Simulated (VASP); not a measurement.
# Hf (Cmcm) in VASP: a series of runs

Hf is run at these levels: PBE; tasks: single point.

Everything below comes from runs of VASP 6.6.1. Logs are shortened: lines on timing, memory, paths and dates and some standing lists are left out, and cuts for length are marked.

**1. The cell of the first run**

The structure is orthorhombic, space group Cmcm (No. 63). Conventional cell: a = 3.107 Å, b = 8.710 Å, c = 3.396 Å, α = 90.00°, β = 90.00°, γ = 90.00°. Within 3.8 Å of Hf (site symmetry m2m) lie 10 Hf at 2.87 to 3.40 Å.

**2. Single point, PBE**

INCAR reads:

```
  PREC = Accurate
  ENCUT = 520
  EDIFF = 1E-6
  ISMEAR = 0
  SIGMA = 0.1
  LREAL = F
  LASPH = T
  NELM = 100
  ALGO = Normal
  ISIF = 2
  LWAVE = F
  LCHARG = F
  GGA = PE
  NBANDS = 17
```

KPOINTS reads:

```
Automatic mesh
0
Gamma
  6 6 6
```

POSCAR reads:

```
Hf
1.0
    1.5535218893     -4.3552182622      0.0000000000
    1.5535218893      4.3552182622      0.0000000000
    0.0000000000      0.0000000000      3.3963202684
Hf
2
Direct
    0.8670000000      0.1330000000      0.2500000000
    0.1330000000      0.8670000000      0.7500000000
```

Potentials or basis: VASP PAW PBE potentials, release 64 (Hf_pv).

On the command line:

```bash
cat potpaw_PBE.64/Hf_pv/POTCAR > POTCAR
mpirun -np 1 vasp_std > vasp.out
```

OUTCAR:

```text
PREC = Accurate
   ENCUT = 520
   EDIFF = 1E-6
   ISMEAR = 0
   LREAL = F
   LASPH = T
   NELM = 100
   ISIF = 2
   GGA = PE

 ion  position               nearest neighbor table
   1  0.867  0.133  0.250-   2 2.87   2 2.87   2 3.07   2 3.07   2 3.07   2 3.07
   2  0.133  0.867  0.750-   1 2.87   1 2.87   1 3.07   1 3.07   1 3.07   1 3.07

  LATTYP: Found a base centered orthorhombic cell.
 ALAT       =     3.1070437786
 B/A-ratio  =     2.8034482759
 C/A-ratio  =     1.0931034483

  Lattice vectors:

 A1 = (   1.5535218893,  -4.3552182622,   0.0000000000)
 A2 = (   1.5535218893,   4.3552182622,   0.0000000000)
 A3 = (   0.0000000000,   0.0000000000,   3.3963202684)

Analysis of symmetry for initial positions (statically):
=====================================================================
 Subroutine PRICEL returns:
 Original cell was already a primitive cell.

 Routine SETGRP: Setting up the symmetry group for a
 base centered orthorhombic supercell.

 Subroutine GETGRP returns: Found  8 space group operations
 (whereof  4 operations were pure point group operations)
 out of a pool of  8 trial point group operations.

The static configuration has the point symmetry C_2h.
 The point group associated with its full space group is D_2h.

Analysis of symmetry for dynamics (positions and initial velocities):
=====================================================================
 Subroutine PRICEL returns:
 Original cell was already a primitive cell.

 Routine SETGRP: Setting up the symmetry group for a
 base centered orthorhombic supercell.

 Subroutine GETGRP returns: Found  8 space group operations
 (whereof  4 operations were pure point group operations)
 out of a pool of  8 trial point group operations.

The dynamic configuration has the point symmetry C_2h.
 The point group associated with its full space group is D_2h.

 Subroutine INISYM returns: Found  8 space group operations
 (whereof  4 operations are pure point group operations),
 and found     1 'primitive' translations

----------------------------------------------------------------------------------------

                                     Primitive cell

  volume of cell :      45.9585

  direct lattice vectors                    reciprocal lattice vectors
     1.553521889 -4.355218262  0.000000000     0.321849343 -0.114804809  0.000000000
     1.553521889  4.355218262  0.000000000     0.321849343  0.114804809  0.000000000
     0.000000000  0.000000000  3.396320268     0.000000000  0.000000000  0.294436308
[... 78 lines left out ...]
   ISPIN  =      1    spin polarized calculation?
   LNONCOLLINEAR =      F non collinear calculations
   LSORBIT =      F    spin-orbit coupling
   LASPH  =      T    aspherical Exc in radial PAW
   ENCUT  =  520.0 eV  38.22 Ry    6.18 a.u.   8.60  8.60  6.31*2*pi/ulx,y,z
   NELM   =    100;   NELMIN=  2; NELMDL= -5     # of ELM steps
   EDIFF  = 0.1E-05   stopping-criterion for ELM
   LREAL  =      F    real-space projection
   EDIFFG = 0.1E-04   stopping-criterion for IOM
   NSW    =      0    number of steps for IOM
   IBRION =     -1    ionic relax: 0-MD 1-quasi-New 2-CG
   NFREE  =      0    steps in history (QN), initial steepest desc. (CG)
   ISIF   =      2    stress and relaxation
   ISYM   =      2    0-nonsym 1-usesym 2-fastsym
   POTIM  = 0.5000    time-step for ionic-motion
   TEBEG  =    0.0;   TEEND  =   0.0 temperature during run
   PSTRESS=    0.0 pullay stress
   NELECT =      20.0000    total number of electrons
   NUPDOWN=      -1.0000    fix difference up-down
   EMIN   =  10.00;   EMAX   =-10.00  energy-range for DOS
   EFERMI =   0.00;   METHOD = LEGACY
   ISMEAR =     0;   SIGMA  =   0.10  broadening in eV -4-tet -1-fermi 0-gaus
   EFERMI_NEDOS =   21; number of points for ismear=-14 and -15
   IALGO  =     38    algorithm
   IMIX   =      4    mixing-type and parameters
     AMIX     =   0.40;   BMIX     =  1.00
     AMIX_MAG =   1.60;   BMIX_MAG =  1.00
  volume/ion in A,a.u.               =      22.98       155.07
  Fermi-wavevector in a.u.,A,eV,Ry     =   1.240594  2.344382 20.940351  1.539072
  Thomas-Fermi vector in A             =   2.375028
   LORBIT       =      0    0 simple, 1 ext, 2 COOP (PROOUT), +10 PAW based schemes
   GGA     = PE    functional components
   LHFCALC =     F    Hartree Fock is set to
   AEXX    =    0.0000 exact exchange contribution
   IVDW    =     0    specifies the selected vdW correction
   LEPSILON=     F    determine dielectric tensor
   LRPA    =     F    only Hartree local field effects (RPA)
 non-spin polarized calculation
 Gauss-broadening in eV      SIGMA  =   0.10
  energy-cutoff  :      520.00
  volume of cell :       45.96
 maximum number of plane-waves:      1253
 NGX is ok and might be reduce to    36
   NGX = 17   NGY = 17   NGZ = 13

 number of electron      20.0000003 magnetization

 Free energy of the ion-electron system (eV)
  ---------------------------------------------------
  ext. energy  EPLUGINS =         0.00000000
  ---------------------------------------------------
  free energy    TOTEN  =       -18.92480316 eV

  energy without entropy =      -18.91182001  energy(sigma->0) =      -18.91831158

 E-fermi :   4.5808     XC(G=0): -11.1126

 val. band max:        4.5601858690   @ k =   0.0000   0.0000   0.1667
 cond. band min:       4.5962134866   @ k =   0.0000   0.0000   0.0000
 fundamental gap:      0.0360276176
 Fermi energy:         4.5808089187

 k-point     1 :       0.0000    0.0000    0.0000
  band No.  band energies     occupation
      1     -26.4602      2.00000
      2     -26.0438      2.00000
      3     -25.6952      2.00000
      4     -25.6043      2.00000
      5     -25.5098      2.00000
      6     -25.4172      2.00000
[... 457 lines left out ...]
      4     -25.7163      2.00000
      5     -25.6231      2.00000
      6     -25.5416      2.00000
[... 9 lines left out ...]
     16       8.7679      0.00000
     17      10.1274      0.00000

 [... further k-points ...]
[... 5 lines left out ...]
  --------------------------------------------------------------------------------------
  -------------------------------------------------------------------------------------
  Total       -0.3243321      2.9745942     -0.8427887      0.0000000      0.0000000      0.0000000
  in kB      -11.3066670    103.6984752    -29.3807835      0.0000000      0.0000000      0.0000000
  external PRESSURE =      21.0036749 kB  Pullay stress =       0.0000000 kB

 VOLUME and BASIS-vectors are now :
 -----------------------------------------------------------------------------
  energy-cutoff  :      520.00
  volume of cell :       45.96
      direct lattice vectors                 reciprocal lattice vectors
     1.553521889 -4.355218262  0.000000000     0.321849343 -0.114804809  0.000000000
     1.553521889  4.355218262  0.000000000     0.321849343  0.114804809  0.000000000
     0.000000000  0.000000000  3.396320268     0.000000000  0.000000000  0.294436308

 POSITION                                       TOTAL-FORCE (eV/Angst)
 -----------------------------------------------------------------------------------
      1.55352     -3.19673      0.84908         0.000000      1.134182      0.000000
      1.55352      3.19673      2.54724         0.000000     -1.134182     -0.000000
 -----------------------------------------------------------------------------------
    total drift:                                0.000000     -0.000000     -0.000000

  FREE ENERGIE OF THE ION-ELECTRON SYSTEM (eV)
  ---------------------------------------------------
  free  energy   TOTEN  =       -18.9248031626 eV

  energy  without entropy=      -18.9118200072  energy(sigma->0) =      -18.91831158
```

OSZICAR:

```text
N       E                     dE             d eps       ncg     rms          rms(c)
DAV:   1     0.527977186415E+02    0.52798E+02   -0.11367E+04  1776   0.112E+03
DAV:   2    -0.176842552660E+02   -0.70482E+02   -0.68752E+02  2355   0.251E+02
DAV:   3    -0.195690474645E+02   -0.18848E+01   -0.18528E+01  2183   0.270E+01
DAV:   4    -0.195871653199E+02   -0.18118E-01   -0.18043E-01  2280   0.311E+00
DAV:   5    -0.195873740991E+02   -0.20878E-03   -0.20873E-03  2310   0.294E-01    0.591E+01
DAV:   6    -0.190725487864E+02    0.51483E+00   -0.66667E-01  1816   0.471E+00    0.342E+01
DAV:   7    -0.189330650477E+02    0.13948E+00   -0.71351E-01  1978   0.497E+00    0.265E+00
DAV:   8    -0.189261810761E+02    0.68840E-02   -0.28916E-02  2001   0.106E+00    0.677E-01
DAV:   9    -0.189247819495E+02    0.13991E-02   -0.70180E-03  2085   0.515E-01    0.155E-01
DAV:  10    -0.189247999207E+02   -0.17971E-04   -0.18437E-04  2369   0.926E-02    0.537E-02
DAV:  11    -0.189248025641E+02   -0.26434E-05   -0.17505E-05  2041   0.277E-02    0.213E-02
DAV:  12    -0.189248031626E+02   -0.59851E-06   -0.15143E-06  1519   0.681E-03
   1 F= -.18924803E+02 E0= -.18918312E+02  d E =-.129832E-01
```

Run time: 22 s. Hardware: 1 thread of AMD EPYC 9R45 (Zen 5), shared host; peak memory 0.16 GiB.

What came out:

| Quantity | Value |
| --- | --- |
| Free energy | -18.9248 eV |
| Pressure | 2.1 GPa |
| Largest force | 1.134 eV/Å |
| Band gap on the k mesh | zero (band 10 reaches 4.99 eV, above the bottom of band 11 at 4.29 eV) |

Forces on the atoms (eV/Å):
```
Hf   0.000  1.134  0.000
Hf   0.000 -1.134  0.000
```

Caveat: spin-orbit coupling is left out, which moves the levels of the heavy elements; forces of over 1 eV/Å act on the atoms, so gaps and moduli don't describe the material at rest.

**3. Single point, PBE**

This run uses another cell than the first one, of 23.81 Å³/atom, 1.036 times its volume.

INCAR reads:

```
PREC = Accurate
ENCUT = 520
EDIFF = 1E-6
ISMEAR = 0
SIGMA = 0.1
LREAL = F
LASPH = T
NELM = 100
ALGO = Normal
ISIF = 2
LWAVE = F
LCHARG = T
GGA = PE
LELF = T
LVHAR = T
NBANDS = 17
```

KPOINTS reads:

```
regular mesh
0
Gamma
  18 18 18
```

POSCAR reads:

```
Hf
1.0
    1.5249244346     -5.0644602469      0.0000000000
    1.5249244346      5.0644602469      0.0000000000
    0.0000000000      0.0000000000      3.0825780327
Hf
2
Direct
    0.8549397194      0.1450602806      0.2500000000
    0.1450602806      0.8549397194      0.7500000000
```

Potentials or basis: VASP PAW PBE potentials, release 64 (Hf_pv).

On the command line:

```bash
cat potpaw_PBE.64/Hf_pv/POTCAR > POTCAR
mpirun -np 1 vasp_std > vasp.out
```

It took 8.7 min on 1 thread of AMD EPYC 9R45 (Zen 5), shared host; peak memory 0.65 GiB.

Results (log left out):

```
Free energy            : -19.4519 eV
Pressure               : -0.4 GPa
Largest force          : 0.042 eV/Å
Band gap on the k mesh : zero (band 10 reaches 4.80 eV, above the bottom of band 11 at 3.64 eV)
```

Forces in eV/Å, atoms in the order of the input:
```
Hf   0.000  0.042  0.000
Hf   0.000 -0.042  0.000
```

Levels at points of the mesh, in eV from the Fermi level:
| k point | band 6 | band 7 | band 8 | band 9 | band 10 | band 11 | band 12 | band 13 | band 14 | band 15 |
| --- | --- | --- | --- | --- | --- | --- | --- | --- | --- | --- |
| (0.00, 0.00, 0.00) | -30.12 | -6.95 | -3.33 | -1.83 | -0.08 | 0.55 | 1.68 | 2.87 | 3.23 | 4.43 |
| (0.50, 0.00, 0.00) | -30.17 | -3.42 | -2.74 | -1.19 | 0.32 | 0.75 | 1.36 | 1.89 | 1.92 | 3.55 |
| (0.50, 0.50, 0.00) | -30.13 | -5.39 | -4.62 | -1.96 | -1.02 | 0.09 | 2.07 | 2.84 | 2.89 | 4.03 |
| (0.00, 0.00, 0.50) | -30.20 | -2.72 | -2.72 | -1.30 | -1.30 | 0.73 | 0.73 | 1.89 | 1.89 | 5.79 |
| (0.50, 0.00, 0.50) | -30.37 | -2.65 | -2.65 | -1.46 | -1.46 | 1.64 | 1.64 | 3.13 | 3.13 | 6.63 |
| (0.50, 0.50, 0.50) | -30.20 | -3.42 | -3.42 | -0.07 | -0.07 | 0.61 | 0.61 | 2.35 | 2.35 | 4.84 |

Caveat: spin-orbit coupling is left out, which moves the levels of the heavy elements.
